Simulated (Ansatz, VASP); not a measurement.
**Two plane-wave programs on Rb**

```
Rb
1.0
     0.00000    3.34869    3.34869
     3.34869    0.00000    3.34869
     3.34869    3.34869    0.00000
Rb
1
Cartesian
  0.0000 0.0000 0.0000
```

Change from the starting cell: strain -0.080 along x and y, -0.080 along z, atoms carried along.

Alike in both runs: task single point; functional PBE; dispersion D3(BJ); k mesh 12 × 12 × 12; occupations gaussian, width 0.15 eV; no spin polarisation.

|  | VASP | Ansatz |
| --- | --- | --- |
| version | VASP 6.6.1 | Ansatz 0.2.0 |
| potentials or method | VASP PAW PBE potentials, release 64 (Rb_sv), cutoff 520 eV | scalar-relativistic, plane waves, PAW |
| valence electrons in the cell | 9 | 9 |

|  | VASP | Ansatz | Ansatz less VASP |
| --- | --- | --- | --- |
| gap on the k mesh at the Fermi level (eV) | none | none | - |
| pressure (GPa) | 0.5 | 0.5 | 0.00 |

A gap of «none» marks a metal or a gap that the smearing closes.
